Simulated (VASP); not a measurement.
Set up this calculation in VASP 6.6.1, as the native input.

- Task: single point
- Functional: LDA
- Potentials or basis: VASP PAW LDA potentials, release 64 (Ni)
- Cutoff: 520 eV
- k mesh: 20 × 20 × 10
- Occupations: gaussian, width 0.05 eV
- Spin: collinear spin, antiferromagnetic start
- Starting moments: [0.8, -0.8] μB
- Dipole correction: no
- Further INCAR settings: ALGO = Normal; EDIFF = 1e-07; NBANDS = 21

The structure of Ni lies in POSCAR:

```
Ni
1.0
    0.0000000000      1.7120438847      1.7120438847
    1.7120438847      0.0000000000      1.7120438847
    3.4240877694      3.4240877694      0.0000000000
Ni
2
Direct
    0.0000000000      0.0000000000      0.0000000000
    0.0000000000      0.0000000000      0.5000000000
```

These files were run (other wordings do the same):

INCAR

```
PREC     = Accurate       # precision mode
ENCUT    = 520            # plane-wave cutoff, eV
EDIFF    = 1E-7           # SCF threshold, eV
ISMEAR   = 0              # smearing method
SIGMA    = 0.05           # smearing width, eV
LREAL    = False          # projectors in reciprocal space
LASPH    = True           # aspherical terms in the spheres
NELM     = 150            # most SCF steps
ALGO     = Normal         # electronic algorithm
ISIF     = 2              # what is computed and relaxed
LWAVE    = False          # write WAVECAR
LCHARG   = False          # write CHGCAR
ISPIN    = 2              # spin polarisation
MAGMOM   = 0.8 -0.8       # initial moments
LORBIT   = 11             # projections on sites
LMAXMIX  = 4              # l up to which the mixer works
NBANDS   = 21             # bands
```

KPOINTS

```
Automatic mesh
0
Gamma
  20 20 10
```

Potentials or basis: VASP PAW LDA potentials, release 64 (Ni).

Command:

```console
$ cat potpaw_LDA.64/Ni/POTCAR > POTCAR
$ mpirun -np 1 vasp_std > vasp.out
```

Results of the run:

| Property | Result |
| --- | --- |
| Pressure | -1.5 GPa |
| Band gap on the k mesh | zero (filled and empty bands overlap) |
| Net moment | 0.00 μB per cell |
| Site moments | Ni +0.07, -0.07 μB |
| Valence electrons inside the program's atomic spheres | Ni 9.47 |

Wall time 4.3 min on 1 thread of AMD EPYC 9R45 96-Core Processor (Zen 5), on a shared host, peak memory 0.29 GiB.
